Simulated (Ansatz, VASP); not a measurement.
**Two plane-wave programs on PbO**

File INCAR:

```
SYSTEM = PbO
ALGO     = Normal         ! electronic algorithm
DIPOL    = 0.5 0.5 0.500
EDIFF    = 1E-6           ! SCF threshold, eV
ENCUT    = 520            ! plane-wave cutoff, eV
GGA      = PE             ! functional
IDIPOL   = 3            
ISIF     = 2              ! what is computed and relaxed
ISMEAR   = 0              ! smearing method
IVDW     = 12             ! dispersion correction
LASPH    = .TRUE.         ! aspherical terms in the spheres
LCHARG   = .FALSE.        ! write CHGCAR
LDIPOL   = .TRUE.       
LREAL    = .FALSE.        ! projectors in reciprocal space
LWAVE    = .FALSE.        ! write WAVECAR
NBANDS   = 28             ! bands
NELM     = 60             ! most SCF steps
PREC     = Accurate       ! precision mode
SIGMA    = 0.02           ! smearing width, eV
```

File KPOINTS:

```
k-points
0
G
  6 6 1
  0 0 0
```

Contents of POSCAR:

```
PbO
1.0
    4.1190000000      0.0000000000      0.0000000000
    0.0000000000      4.1190000000      0.0000000000
    0.0000000000      0.0000000000     30.7493267952
Pb O
2 2
Direct
    0.5000000000      0.0000000000      0.4634788752
    0.0000000000      0.5000000000      0.5365211248
    0.0000000000      0.0000000000      0.5000000000
    0.5000000000      0.5000000000      0.5000000000
```

Input for Ansatz:

```yaml
crystal:
  lattice:
    - [4.119, 0.0, 0.0]
    - [0.0, 4.119, 0.0]
    - [0.0, 0.0, 30.7493267952]
  atoms:
    - { symbol: Pb, position: [0.5, 0.0, 0.4634788752] }
    - { symbol: O, position: [0.0, 0.0, 0.5] }
    - { symbol: O, position: [0.5, 0.5, 0.5] }
    - { symbol: Pb, position: [0.0, 0.5, 0.5365211248] }
  periodic: [true, true, false]
basis:
  ecutwfc: 420
kpoints:
  mp_grid: { grid: [6, 6, 1] }
hamiltonian:
  xc: pbe
  dispersion: d3bj
scf:
  occupations: { method: gaussian, width: 0.02 }
output:
  forces: true
  stress: true
  eigenvalues: true
```

Alike in both runs: task single point; functional PBE; dispersion D3(BJ); k mesh 6 × 6 × 1; occupations gaussian, width 0.02 eV; no spin polarisation.

```csv
,VASP,Ansatz
version,VASP 6.6.1,Ansatz 0.2.0
potentials or method,"VASP PAW PBE potentials, release 64 (Pb_d, O), cutoff 520 eV","scalar-relativistic, plane waves, PAW"
valence electrons in the cell,40,40
```

|  | VASP | Ansatz | Ansatz less VASP |
| --- | --- | --- | --- |
| gap on the k mesh at the Fermi level (eV) | 2.16 | 2.18 | +0.021 |
| least direct gap on the mesh (eV) | 2.16 | 2.18 | +0.021 |
| rms of the force components (eV/Å) | 0.246 | 0.230 | -0.0154 |

Spin-orbit coupling is off throughout.
